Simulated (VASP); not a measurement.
# Al3GaN4 (Pm) in VASP: relaxation of cell and atoms with PBEsol

Aim: the relaxation of cell and atoms of Al3GaN4 with PBEsol.

Everything below comes from runs of VASP 6.6.1. Logs are shortened: lines on timing, memory, paths and dates and some standing lists are left out, and cuts for length are marked.

### Step 1. The cell of the first run

The structure is monoclinic, space group Pm (No. 6). Conventional cell: a = 4.963 Å, b = 3.083 Å, c = 5.336 Å, α = 90.00°, β = 90.04°, γ = 90.00°. Within 2.5 Å of Al (site symmetry m) lie 4 N at 1.85 to 1.88 Å. Within 2.5 Å of Al (site symmetry m) lie 4 N at 1.87 Å. Within 2.5 Å of Al (site symmetry m) lie 4 N at 1.87 to 1.88 Å. Ga (site symmetry m) has 4 N at 1.90 to 1.93 Å within 2.5 Å. Within 2.5 Å of N (site symmetry m) lie 3 Al at 1.87 Å and 1 Ga at 1.93 Å. Within 2.5 Å of N (site symmetry m) lie 4 Al at 1.87 to 1.88 Å. Within 2.5 Å of N (site symmetry m) lie 2 Al at 1.85 to 1.87 Å and 2 Ga at 1.90 Å. Within 2.5 Å of N (site symmetry m) lie 3 Al at 1.86 to 1.88 Å and 1 Ga at 1.92 Å.

### Step 2. Relaxation of cell and atoms, PBEsol, target pressure 10 GPa, at which the enthalpy is minimised

Contents of INCAR:

```
SYSTEM = Al3GaN4
PREC     = Accurate       ! precision mode
ENCUT    = 600            ! plane-wave cutoff, eV
EDIFF    = 1E-6           ! SCF threshold, eV
ISMEAR   = 0              ! smearing method
SIGMA    = 0.02           ! smearing width, eV
LREAL    = .False.        ! projectors in reciprocal space
LASPH    = .True.         ! aspherical terms in the spheres
NELM     = 80             ! most SCF steps
ALGO     = Normal         ! electronic algorithm
ISIF     = 3              ! what is computed and relaxed
LWAVE    = .False.        ! write WAVECAR
LCHARG   = .False.        ! write CHGCAR
GGA      = PS             ! functional
IBRION   = 2              ! ionic algorithm
NSW      = 70             ! ionic steps
EDIFFG   = -0.008         ! ionic threshold
PSTRESS  = 100.0
```

Contents of KPOINTS:

```
regular mesh
0
Gamma
  6 8 4
  0 0 0
```

Contents of POSCAR:

```
Al3GaN4
1.0
    4.9631370657      0.0000000000     -0.0000557757
    0.0000000000      3.0830137963      0.0000000000
   -0.0033662718      0.0000000000      5.3357980399
Al Ga N
3 1 4
Direct
    0.5003942343      0.5000000000      0.1673938066
    0.0010669126      0.5000000000      0.8348667899
    0.0012338454      0.0000000000      0.3316152267
    0.4993776145      0.0000000000      0.6661559202
    0.1109338142      0.0000000000      0.6663068560
    0.1224203467      0.5000000000      0.1671931559
    0.6250226792      0.5000000000      0.8401959448
    0.6231495530      0.0000000000      0.3262732997
```

Potentials or basis: VASP PAW PBE potentials, release 64 (Al, Ga_d, N).

The run is started by

```sh
$ cat potpaw_PBE.64/Al/POTCAR potpaw_PBE.64/Ga_d/POTCAR potpaw_PBE.64/N/POTCAR > POTCAR
$ mpirun -np 1 vasp_std > vasp.out
```

OUTCAR:

```text
SYSTEM = Al3GaN4
   PREC = Accurate
   ENCUT = 600
   EDIFF = 1E-6
   ISMEAR = 0
   LREAL = .False.
   LASPH = .True.
   NELM = 80
   ISIF = 3
   GGA = PS
   IBRION = 2
   NSW = 70
   EDIFFG = -0.008
   PSTRESS = 100.0

 ion  position               nearest neighbor table
   1  0.500  0.500  0.167-   7 1.85   8 1.86   8 1.86   6 1.88   2 3.05   3 3.05   3 3.05   3 3.05
                             3 3.05   2 3.05   4 3.08   4 3.08   4 3.09   4 3.09
   2  0.001  0.500  0.835-   5 1.87   5 1.87   7 1.87   6 1.87   1 3.05   4 3.05   4 3.05   1 3.05
                             4 3.06   4 3.06   3 3.07   3 3.07   3 3.10   3 3.10
   3  0.001  0.000  0.332-   5 1.87   6 1.87   6 1.87   8 1.88   1 3.05   1 3.05   4 3.05   1 3.05
                             1 3.05   4 3.07   2 3.07   2 3.07   2 3.10   2 3.10
   4  0.499  0.000  0.666-   7 1.90   7 1.90   8 1.92   5 1.93   3 3.05   2 3.05   2 3.05   2 3.06
                             2 3.06   3 3.07   1 3.08   1 3.08   1 3.09   1 3.09
   5  0.111  0.000  0.666-   2 1.87   2 1.87   3 1.87   4 1.93
   6  0.122  0.500  0.167-   2 1.87   3 1.87   3 1.87   1 1.88
   7  0.625  0.500  0.840-   1 1.85   2 1.87   4 1.90   4 1.90
   8  0.623  0.000  0.326-   1 1.86   1 1.86   3 1.88   4 1.92

  LATTYP: Found a simple monoclinic cell.
 ALAT       =     4.9631370660
 B/A-ratio  =     0.6211824810
 C/A-ratio  =     1.0750859851
 COS(beta)  =    -0.0006421223

  Lattice vectors:

 A1 = (   4.9631370657,   0.0000000000,  -0.0000557757)
 A2 = (   0.0000000000,   3.0830137963,   0.0000000000)
 A3 = (  -0.0033662718,   0.0000000000,   5.3357980399)

Analysis of symmetry for initial positions (statically):
=====================================================================
 Subroutine PRICEL returns:
 Original cell was already a primitive cell.

 Routine SETGRP: Setting up the symmetry group for a
 simple monoclinic supercell.

 Subroutine GETGRP returns: Found  2 space group operations
 (whereof  2 operations were pure point group operations)
 out of a pool of  4 trial point group operations.

The static configuration has the point symmetry C_1h.

Analysis of symmetry for dynamics (positions and initial velocities):
=====================================================================
 Subroutine PRICEL returns:
 Original cell was already a primitive cell.

 Routine SETGRP: Setting up the symmetry group for a
 simple monoclinic supercell.

 Subroutine GETGRP returns: Found  2 space group operations
 (whereof  2 operations were pure point group operations)
 out of a pool of  4 trial point group operations.

The dynamic configuration has the point symmetry C_1h.

 Subroutine INISYM returns: Found  2 space group operations
 (whereof  2 operations are pure point group operations),
 and found     1 'primitive' translations

----------------------------------------------------------------------------------------

                                     Primitive cell

  volume of cell :      81.6453

  direct lattice vectors                    reciprocal lattice vectors
     4.963137066  0.000000000 -0.000055776     0.201485471  0.000000000  0.000127114
     0.000000000  3.083013796  0.000000000     0.000000000  0.324357939  0.000000000
    -0.003366272  0.000000000  5.335798040     0.000002106  0.000000000  0.187413392

  length of vectors
     4.963137066  3.083013796  5.335799102     0.201485511  0.324357939  0.187413392

  position of ions in fractional coordinates (direct lattice)
     0.500394234  0.500000000  0.167393807
     0.001066913  0.500000000  0.834866790
     0.001233845  0.000000000  0.331615227
     0.499377614  0.000000000  0.666155920
     0.110933814  0.000000000  0.666306856
     0.122420347  0.500000000  0.167193156
     0.625022679  0.500000000  0.840195945
     0.623149553  0.000000000  0.326273300

  ion indices of the primitive-cell ions
   primitive index   ion index
                 1           1
                 2           2
                 3           3
                 4           4
                 5           5
                 6           6
                 7           7
                 8           8

----------------------------------------------------------------------------------------

 KPOINTS: regular mesh

Automatic generation of k-mesh.
 Grid dimensions read from file:
 generate k-points for:    6    8    4

 Generating k-lattice:

  Cartesian coordinates                     Fractional coordinates (reciprocal lattice)
     0.033580912  0.000000000  0.000021186     0.166666667  0.000000000  0.000000000
     0.000000000  0.040544742  0.000000000     0.000000000  0.125000000  0.000000000
     0.000000527  0.000000000  0.046853348     0.000000000  0.000000000  0.250000000

  Length of vectors
     0.033580918  0.040544742  0.046853348

  Shift w.r.t. Gamma in fractional coordinates (k-lattice)
     0.000000000  0.000000000  0.000000000

 Subroutine IBZKPT returns following result:
 ===========================================

 Found     70 irreducible k-points:

 Following reciprocal coordinates:
            Coordinates               Weight
  0.000000  0.000000  0.000000      1.000000
  0.166667  0.000000  0.000000      2.000000
  0.333333  0.000000  0.000000      2.000000
  0.500000  0.000000  0.000000      1.000000
  0.000000  0.125000  0.000000      2.000000
  0.166667  0.125000  0.000000      4.000000
[... 16 lines left out ...]
  0.333333  0.000000  0.250000      2.000000
  0.500000  0.000000  0.250000      2.000000
 [... further k-points ...]
   k-points           NKPTS =     70   k-points in BZ     NKDIM =     70   number of bands    NBANDS=     26
   number of dos      NEDOS =    301   number of ions     NIONS =      8
   total plane-waves  NPLWV =  53760
   dimension x,y,z NGX =    40 NGY =   28 NGZ =   48
   dimension x,y,z NGXF=    80 NGYF=   56 NGZF=   96
   ions per type =               3   1   4
   NGX,Y,Z   is equivalent  to a cutoff of  13.40, 15.10, 14.96 a.u.
   NGXF,Y,Z  is equivalent  to a cutoff of  26.80, 30.20, 29.91 a.u.
 SYSTEM =  Al3GaN4
   PREC   = accura    normal or accurate (medium, high low for compatibility)
   ISTART =      0    job   : 0-new  1-cont  2-samecut
   ICHARG =      2    charge: 1-file 2-atom 10-const
   ISPIN  =      1    spin polarized calculation?
   LNONCOLLINEAR =      F non collinear calculations
   LSORBIT =      F    spin-orbit coupling
   LASPH  =      T    aspherical Exc in radial PAW
   ENCUT  =  600.0 eV  44.10 Ry    6.64 a.u.   9.91  6.16 10.66*2*pi/ulx,y,z
   NELM   =     80;   NELMIN=  2; NELMDL= -5     # of ELM steps
   EDIFF  = 0.1E-05   stopping-criterion for ELM
   LREAL  =      F    real-space projection
   EDIFFG = -.8E-02   stopping-criterion for IOM
   NSW    =     70    number of steps for IOM
   IBRION =      2    ionic relax: 0-MD 1-quasi-New 2-CG
   NFREE  =      1    steps in history (QN), initial steepest desc. (CG)
   ISIF   =      3    stress and relaxation
   ISYM   =      2    0-nonsym 1-usesym 2-fastsym
   POTIM  = 0.5000    time-step for ionic-motion
   TEBEG  =    0.0;   TEEND  =   0.0 temperature during run
   PSTRESS=  100.0 pullay stress
   NELECT =      42.0000    total number of electrons
   NUPDOWN=      -1.0000    fix difference up-down
   EMIN   =  10.00;   EMAX   =-10.00  energy-range for DOS
   EFERMI =   0.00;   METHOD = LEGACY
   ISMEAR =     0;   SIGMA  =   0.02  broadening in eV -4-tet -1-fermi 0-gaus
   EFERMI_NEDOS =   21; number of points for ismear=-14 and -15
   IALGO  =     38    algorithm
   IMIX   =      4    mixing-type and parameters
     AMIX     =   0.40;   BMIX     =  1.00
     AMIX_MAG =   1.60;   BMIX_MAG =  1.00
  volume/ion in A,a.u.               =      10.21        68.87
  Fermi-wavevector in a.u.,A,eV,Ry     =   1.311739  2.478828 23.411003  1.720660
  Thomas-Fermi vector in A             =   2.442180
   LORBIT       =      0    0 simple, 1 ext, 2 COOP (PROOUT), +10 PAW based schemes
   GGA     = PS    functional components
   LHFCALC =     F    Hartree Fock is set to
   AEXX    =    0.0000 exact exchange contribution
   IVDW    =     0    specifies the selected vdW correction
   LEPSILON=     F    determine dielectric tensor
   LRPA    =     F    only Hartree local field effects (RPA)
 conjugate gradient relaxation of ions
 non-spin polarized calculation
 Gauss-broadening in eV      SIGMA  =   0.02
  energy-cutoff  :      600.00
  volume of cell :       81.65
 maximum number of plane-waves:      2759
   NGX = 19   NGY = 13   NGZ = 21

--------------------------------------- Ionic step        1  -------------------------------------------

 number of electron      41.9999994 magnetization

 Free energy of the ion-electron system (eV)
  ---------------------------------------------------
  ext. energy  EPLUGINS =         0.00000000
  ---------------------------------------------------
  free energy    TOTEN  =       -59.95397644 eV

  energy without entropy =      -59.95397644  energy(sigma->0) =      -59.95397644

------------------------ aborting loop because EDIFF is reached ----------------------------------------

  FORCE on cell =-STRESS in cart. coord.  units (eV):
  Direction    XX          YY          ZZ          XY          YZ          ZX
  --------------------------------------------------------------------------------------
  -------------------------------------------------------------------------------------
  Total        5.0008780      5.1109144      5.1033455      0.0000000      0.0000000     -0.0036803
  in kB       98.1354072    100.2947197    100.1461904      0.0000000      0.0000000     -0.0722200
  external PRESSURE =      -0.4745609 kB  Pullay stress =     100.0000000 kB
[... 161 lines left out ...]
  enthalpy is  TOTEN    =       -54.8581608455 eV   P V=        5.0958870720

--------------------------------------- Ionic step        5  -------------------------------------------

 number of electron      41.9999994 magnetization

 Free energy of the ion-electron system (eV)
  ---------------------------------------------------
  ext. energy  EPLUGINS =         0.00000000
  ---------------------------------------------------
  free energy    TOTEN  =       -59.95364718 eV

  energy without entropy =      -59.95364718  energy(sigma->0) =      -59.95364718

 E-fermi :   6.3487     XC(G=0): -11.5381

 val. band max:        6.2617602702   @ k =   0.0000   0.0000   0.0000
 cond. band min:      10.1270223346   @ k =   0.0000   0.0000   0.0000
 fundamental gap:      3.8652620644
 Fermi energy:         6.3487018847

 k-point     1 :       0.0000    0.0000    0.0000
  band No.  band energies     occupation
      1      -9.4083      2.00000
      2      -7.8558      2.00000
      3      -7.8127      2.00000
      4      -6.8796      2.00000
      5      -6.5304      2.00000
      6      -6.4303      2.00000
[... 685 lines left out ...]
     25      13.0835      0.00000
     26      14.9672      0.00000

 [... further k-points ...]

------------------------ aborting loop because EDIFF is reached ----------------------------------------

  FORCE on cell =-STRESS in cart. coord.  units (eV):
  Direction    XX          YY          ZZ          XY          YZ          ZX
  --------------------------------------------------------------------------------------
  -------------------------------------------------------------------------------------
  Total        5.0658973      5.0791692      5.0860297      0.0000000      0.0000000     -0.0011495
  in kB       99.4193303     99.6797945     99.8144335      0.0000000      0.0000000     -0.0225586
  external PRESSURE =      -0.3621472 kB  Pullay stress =     100.0000000 kB
[... 23 lines left out ...]
  FREE ENERGIE OF THE ION-ELECTRON SYSTEM (eV)
  ---------------------------------------------------
  free  energy   TOTEN  =       -59.9536471819 eV

  energy  without entropy=      -59.9536471819  energy(sigma->0) =      -59.95364718

  enthalpy is  TOTEN    =       -54.8581619559 eV   P V=        5.0954852260

 reached required accuracy - stopping structural energy minimisation
```

Run time: 11 min. Hardware: 1 thread of Oxide Virtual Turin-like, shared host; peak memory 0.3 GiB.

Results:

```
Free energy                                            : -59.9536 eV
Energy change on relaxing (the enthalpy is what falls) : +0.0 meV/atom
Ionic steps                                            : 5
Pressure after relaxing                                : 10.0 GPa
Largest force after relaxing                           : 0.007 eV/Å
Band gap on the k mesh                                 : 3.87 eV, direct
```

Forces on the atoms (eV/Å):
```
Al   0.003  0.000 -0.003
Al  -0.006  0.000 -0.003
Al  -0.002  0.000  0.003
Ga   0.006  0.000  0.003
N   -0.004  0.000  0.002
N    0.000  0.000  0.000
N    0.002  0.000  0.002
N    0.000  0.000 -0.004
```

The path:
| step | energy change (eV) | largest force (eV/Å) | pressure (GPa) | volume (Å³) |
| --- | --- | --- | --- | --- |
| 1 | 0.0000 | 0.0236 | 9.95 | 81.65 |
| 2 | 0.0022 | 0.0177 | 10.08 | 81.61 |
| 3 | 0.0019 | 0.0159 | 10.06 | 81.61 |
| 4 | -0.0001 | 0.0080 | 9.94 | 81.65 |
| 5 | 0.0003 | 0.0066 | 9.96 | 81.64 |

Final structure:
```
Al Ga N
1.0
     4.96018    0.00000   -0.00014
     0.00000    3.08396    0.00000
    -0.00345    0.00000    5.33691
Al Ga N
3 1 4
Direct
  0.50052 0.50000 0.16747
  0.00134 0.50000 0.83493
  0.00140 0.00000 0.33154
  0.49939 0.00000 0.66609
  0.11082 0.00000 0.66627
  0.12232 0.50000 0.16726
  0.62481 0.50000 0.84007
  0.62301 0.00000 0.32637
```

Levels at points of the mesh, in eV from the valence-band top:
| k point | band 17 | band 18 | band 19 | band 20 | band 21 | band 22 | band 23 | band 24 | band 25 | band 26 |
| --- | --- | --- | --- | --- | --- | --- | --- | --- | --- | --- |
| (0.00, 0.00, 0.00) | -0.94 | -0.79 | -0.10 | -0.02 | 0.00 | 3.87 | 5.55 | 6.00 | 6.31 | 7.94 |
| (0.50, 0.00, 0.00) | -1.35 | -0.72 | -0.71 | -0.34 | -0.28 | 4.98 | 5.34 | 5.99 | 6.41 | 8.78 |
| (0.00, 0.50, 0.00) | -2.99 | -2.00 | -1.91 | -1.63 | -1.55 | 5.65 | 5.67 | 7.78 | 7.99 | 8.31 |
| (0.50, 0.50, 0.00) | -3.10 | -1.23 | -1.22 | -1.19 | -0.92 | 6.29 | 6.60 | 6.65 | 6.68 | 8.57 |
| (0.00, 0.00, 0.50) | -1.65 | -0.60 | -0.59 | -0.41 | -0.21 | 5.82 | 6.05 | 7.20 | 7.59 | 7.94 |
| (0.50, 0.00, 0.50) | -1.50 | -1.28 | -1.23 | -1.19 | -0.77 | 6.10 | 6.31 | 6.47 | 6.63 | 8.50 |
| (0.00, 0.50, 0.50) | -2.31 | -2.06 | -1.96 | -0.82 | -0.66 | 5.29 | 5.67 | 5.88 | 6.00 | 7.32 |
| (0.50, 0.50, 0.50) | -1.67 | -1.59 | -1.49 | -1.47 | -1.23 | 4.82 | 5.21 | 5.27 | 5.30 | 8.07 |

Caveat: the cell is relaxed towards a set pressure, so the enthalpy falls and the energy may rise; the PAW data sets were made with another functional, which shifts forces and pressure a little. A k mesh can miss the band edges.
